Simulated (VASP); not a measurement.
# Ru (P6_3/mmc) in VASP: elastic constants with LDA

Aim: the elastic constants of Ru with LDA.

Everything below comes from runs of VASP 6.6.1. Logs are shortened: lines on timing, memory, paths and dates and some standing lists are left out, and cuts for length are marked.

### 1 The cell of the first run

Symmetry: P6_3/mmc, No. 194, hexagonal system. Conventional cell: a = 2.671 Å, b = 2.671 Å, c = 4.216 Å, α = 90.00°, β = 90.00°, γ = 120.00°. Ru (site symmetry -6m2) has 12 Ru at 2.61 to 2.67 Å within 3.4 Å.

### 2 Elastic constants, LDA

Contents of INCAR:

```
  PREC = Accurate
  ENCUT = 500
  EDIFF = 1E-8
  ISMEAR = -1
  SIGMA = 0.1
  LREAL = False
  LASPH = True
  NELM = 120
  ALGO = Normal
  ISIF = 3
  LWAVE = False
  LCHARG = False
  IBRION = 6
  NFREE = 2
  POTIM = 0.015
  NSW = 1
  GGA_COMPAT = False
  KPAR = 4
```

Contents of KPOINTS:

```
regular mesh
0
Gamma
  20 20 12
```

Contents of POSCAR:

```
Ru
1.0
    2.6710136988      0.0000000000      0.0000000000
   -1.3355068494      2.3131657170      0.0000000000
    0.0000000000      0.0000000000      4.2158186891
Ru
2
Direct
    0.3333333333      0.6666666667      0.2500000000
    0.6666666667      0.3333333333      0.7500000000
```

Potentials or basis: VASP PAW LDA potentials, release 64 (Ru_pv).

Run with:

```
cat potpaw_LDA.64/Ru_pv/POTCAR > POTCAR
mpirun -np 4 vasp_std > vasp.out
```

OUTCAR:

```text
PREC = Accurate
   ENCUT = 500
   EDIFF = 1E-8
   ISMEAR = -1
   LREAL = False
   LASPH = True
   NELM = 120
   ISIF = 3
   IBRION = 6
   NFREE = 2
   POTIM = 0.015
   NSW = 1

 ion  position               nearest neighbor table
   1  0.333  0.667  0.250-   2 2.61   2 2.61   2 2.61   2 2.61   2 2.61   2 2.61
   2  0.667  0.333  0.750-   1 2.61   1 2.61   1 2.61   1 2.61   1 2.61   1 2.61

  LATTYP: Found a hexagonal cell.
 ALAT       =     2.6710136988
 C/A-ratio  =     1.5783590668

  Lattice vectors:

 A1 = (   2.6710136988,   0.0000000000,   0.0000000000)
 A2 = (  -1.3355068494,   2.3131657170,   0.0000000000)
 A3 = (   0.0000000000,   0.0000000000,   4.2158186891)

Analysis of symmetry for initial positions (statically):
=====================================================================
 Subroutine PRICEL returns:
 Original cell was already a primitive cell.

 Routine SETGRP: Setting up the symmetry group for a
 hexagonal supercell.

 Subroutine GETGRP returns: Found 24 space group operations
 (whereof 12 operations were pure point group operations)
 out of a pool of 24 trial point group operations.

The static configuration has the point symmetry D_3d.
 The point group associated with its full space group is D_6h.

Analysis of symmetry for dynamics (positions and initial velocities):
=====================================================================
 Subroutine PRICEL returns:
 Original cell was already a primitive cell.

 Routine SETGRP: Setting up the symmetry group for a
 hexagonal supercell.

 Subroutine GETGRP returns: Found 24 space group operations
 (whereof 12 operations were pure point group operations)
 out of a pool of 24 trial point group operations.

The dynamic configuration has the point symmetry D_3d.
[... 838 lines left out ...]
      6     -28.9996      2.00000
[... 10 lines left out ...]
     17      15.3133      0.00000
     18      22.9684      0.00000

 [... further k-points ...]

------------------------ aborting loop because EDIFF is reached ----------------------------------------

  FORCE on cell =-STRESS in cart. coord.  units (eV):
  Direction    XX          YY          ZZ          XY          YZ          ZX
  --------------------------------------------------------------------------------------
  -------------------------------------------------------------------------------------
  Total        0.4905488      0.4905488      0.5197503      0.0000000     -0.0000000      0.0000000
  in kB       30.1736627     30.1736627     31.9698440      0.0000000     -0.0000000      0.0000000
  external PRESSURE =      30.7723898 kB  Pullay stress =       0.0000000 kB
[... 17 lines left out ...]
  FREE ENERGIE OF THE ION-ELECTRON SYSTEM (eV)
  ---------------------------------------------------
  free  energy   TOTEN  =       -21.4128281668 eV

  energy  without entropy=      -21.3624752898  energy(sigma->0) =      -21.38765173

 INTERNAL STRAIN TENSORS FROM STRAINED CELLS
 ============================================

 INTERNAL STRAIN TENSOR FOR ION    1 for displacements in x,y,z  (eV/Angst):
          X           Y           Z          XY          YZ          ZX
  --------------------------------------------------------------------------------
  x     0.00000     0.00000    -0.00000    -2.98189    -0.00000    -0.00000
  y    -2.98334     2.98295    -0.00000    -0.00001     0.00013    -0.00011
  z     0.00000     0.00000     0.00000    -0.00000    -0.00345    -0.00000

 INTERNAL STRAIN TENSORS FROM DISPLACED ATOMS
 ============================================

 INTERNAL STRAIN TENSOR FOR ION    1 for displacements in x,y,z  (eV/Angst):
          X           Y           Z          XY          YZ          ZX
  --------------------------------------------------------------------------------
  x     0.00000     0.00000     0.00000    -2.98000     0.00000     0.00000
  y    -2.98000     2.98000     0.00000     0.00000     0.00000     0.00000
  z     0.00000    -0.00000    -0.00000     0.00000     0.00000     0.00000

 INTERNAL STRAIN TENSOR FOR ION    2 for displacements in x,y,z  (eV/Angst):
          X           Y           Z          XY          YZ          ZX
  --------------------------------------------------------------------------------
  x     0.00000     0.00000     0.00000     2.98000     0.00000     0.00000
  y     2.98000    -2.98000    -0.00000     0.00000     0.00000     0.00000
  z    -0.00000     0.00000     0.00000     0.00000    -0.00000    -0.00000

 Eigenvectors and eigenvalues of the dynamical matrix
 ----------------------------------------------------

   1 f  =    8.348604 THz    52.455823 2PiTHz  278.479438 cm-1    34.527034 meV
             X         Y         Z           dx          dy          dz
     -0.000000  1.542110  1.053955     0.000000    0.000000    0.707107
      1.335507  0.771055  3.161864    -0.000000    0.000000   -0.707107
[... 16 lines left out ...]
   5 f  =    0.000000 THz     0.000000 2PiTHz    0.000000 cm-1     0.000000 meV
             X         Y         Z           dx          dy          dz
     -0.000000  1.542110  1.053955     0.000000    0.000000    0.707107
      1.335507  0.771055  3.161864    -0.000000    0.000000    0.707107

   6 f/i=    0.000000 THz     0.000000 2PiTHz    0.000002 cm-1     0.000000 meV
             X         Y         Z           dx          dy          dz
     -0.000000  1.542110  1.053955    -0.707107    0.000000   -0.000000
      1.335507  0.771055  3.161864    -0.707107    0.000000    0.000000

--------------------------------------------------------------------------------------------------------

 ELASTIC MODULI CONTR FROM IONIC RELAXATION (kBar)
 Direction    XX          YY          ZZ          XY          YZ          ZX
 --------------------------------------------------------------------------------
 XX         -67.0642     67.0642      0.0000      0.0000     -0.0000     -0.0000
 YY          67.0642    -67.0642     -0.0000     -0.0000      0.0000      0.0000
 ZZ           0.0000     -0.0000     -0.0000     -0.0000      0.0000      0.0000
 XY           0.0000     -0.0000     -0.0000    -67.0642     -0.0000     -0.0000
 YZ          -0.0000      0.0000      0.0000     -0.0000     -0.0000     -0.0000
 ZX          -0.0000      0.0000      0.0000     -0.0000     -0.0000     -0.0000
 --------------------------------------------------------------------------------

 TOTAL ELASTIC MODULI (kBar)
 Direction    XX          YY          ZZ          XY          YZ          ZX
 --------------------------------------------------------------------------------
 XX        6769.8838   2238.8635   2098.5748     -0.0000     -0.0000     -0.0000
 YY        2238.8635   6769.8838   2098.5748     -0.0000      0.0000      0.0000
 ZZ        2098.5748   2098.5748   7615.0379     -0.0000     -0.0000      0.0000
 XY          -0.0000     -0.0000     -0.0000   2265.5101      0.0000     -0.0000
 YZ          -0.0000     -0.0000     -0.0000     -0.0000   2183.8129     -0.0000
 ZX          -0.0000      0.0000      0.0000     -0.0000     -0.0000   2183.8128
 --------------------------------------------------------------------------------
```

OSZICAR:

```text
N       E                     dE             d eps       ncg     rms          rms(c)
DAV:   1     0.280270164041E+03    0.28027E+03   -0.17723E+04 11088   0.169E+03
DAV:   2    -0.163209745593E+02   -0.29659E+03   -0.29086E+03 11760   0.492E+02
DAV:   3    -0.227921882305E+02   -0.64712E+01   -0.63223E+01 11612   0.787E+01
[... 193 lines left out ...]
DAV:   4    -0.214128430200E+02    0.15433E-03   -0.37415E-04 17458   0.253E-01    0.169E-02
DAV:   5    -0.214128304972E+02    0.12523E-04   -0.41852E-05 17840   0.733E-02    0.917E-03
DAV:   6    -0.214128282170E+02    0.22803E-05   -0.62725E-06 18212   0.304E-02    0.231E-03
DAV:   7    -0.214128281699E+02    0.47102E-07   -0.48075E-07 20058   0.835E-03    0.647E-04
DAV:   8    -0.214128281668E+02    0.31405E-08   -0.30748E-08 16802   0.158E-03
  17 F= -.21412828E+02 E0= -.21387652E+02  d E =-.503529E-01
```

Wall time 6.8 min (4 MPI ranks of Intel Xeon 6975P-C (Granite Rapids), shared host); peak memory 0.92 GiB.

What came out:

* Voigt bulk modulus: 378 GPa
* Highest phonon frequency at Γ: 278 cm⁻¹

Phonon frequencies in cm⁻¹ (negative: imaginary):
| q point | frequencies |
| --- | --- |
| (0.000, 0.000, 0.000) | 0 0 0 209 209 278 |

Elastic tensor in Voigt notation (GPa, in the Cartesian axes of the cell as first typed):
```
677 224 210   0   0   0
224 677 210   0   0   0
210 210 762   0   0   0
  0   0   0 218   0   0
  0   0   0   0 218   0
  0   0   0   0   0 227
```

Clamped-ion elastic tensor (GPa):
```
684 217 210   0   0   0
217 684 210   0   0   0
210 210 762   0   0   0
  0   0   0 218   0   0
  0   0   0   0 218   0
  0   0   0   0   0 233
```

Caveat: the cell is under stress, which shifts elastic constants.
